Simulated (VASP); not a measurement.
A run of VASP 6.6.1 is set up as follows.

File INCAR:

```
PREC = Accurate ; ENCUT = 520
EDIFF = 1E-6 ; ISMEAR = 0
SIGMA = 0.15 ; LREAL = False
LASPH = True ; NELM = 60
ALGO = Fast ; ISIF = 2
LWAVE = False ; LCHARG = False
GGA = PS ; NBANDS = 14
```

File KPOINTS:

```
Automatic mesh
0
Gamma
  14 14 14
```

POSCAR

```
TiAl
1.0
    3.1560751060      0.0000000000      0.0000000000
    0.0000000000      3.5032433677      0.0000000000
    0.0000000000      0.0000000000      3.1560751060
Ti Al
1 1
Direct
    0.0000000000      0.0000000000      0.0000000000
    0.5000000000      0.5000000000      0.5000000000
```

Potentials or basis: VASP PAW PBE potentials, release 64 (Ti_sv, Al).

Launch:

```bash
$ cat potpaw_PBE.64/Ti_sv/POTCAR potpaw_PBE.64/Al/POTCAR > POTCAR
$ mpirun -np 1 vasp_std > vasp.out
```

Task: What does it give for the band gap on the k mesh?

Result: Zero (an odd number of electrons rules out a gap without spin polarisation).

Task: Estimate the pressure.

Result: -9.9 GPa.

Stress tensor (GPa, compression positive):
```
-12.18   0.00   0.00
  0.00  -5.31   0.00
  0.00   0.00 -12.18
```

Caveat: the cell differs from its parent crystal (normal strain along x +0.0000, normal strain along y +0.1100); the cell stands under tension; the PAW data sets were made with another functional, which shifts forces and pressure a little.
